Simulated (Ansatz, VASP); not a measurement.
# Two plane-wave programs on SiO2

```
Si O
1.0
     4.16670    0.00000    0.00000
     0.00000    4.16670    0.00000
     0.00000    0.00000    2.58457
Si O
2 4
Direct
  0.00000 0.00000 0.00000
  0.50000 0.50000 0.50000
  0.30526 0.30526 0.00000
  0.19474 0.80526 0.50000
  0.69474 0.69474 0.00000
  0.80526 0.19474 0.50000
```

Change from the starting cell: z stretched by -3 %, ions relaxed.

Alike in both runs: task relaxation of the atoms; functional PBE; k mesh 7 × 7 × 11; occupations fermi-dirac, width 0.02 eV; no spin polarisation.

|  | VASP | Ansatz |
| --- | --- | --- |
| version | VASP 6.6.1 | Ansatz 0.2.0 |
| potentials or method | VASP PAW PBE potentials, release 64 (Si, O) | plane-wave PAW, scalar-relativistic |
| plane-wave cutoff (eV) | 520 | 420 |
| valence electrons in the cell | 32 | 32 |

Ansatz gave:

| Property | Result |
| --- | --- |
| gap on the k mesh at the Fermi level, each at its own relaxed structure (eV) | 6.33 |

Question: Which values does VASP return?

Answer: gap on the k mesh at the Fermi level, each at its own relaxed structure (eV): 6.31.

Ansatz's warnings: stress scf threshold loose.
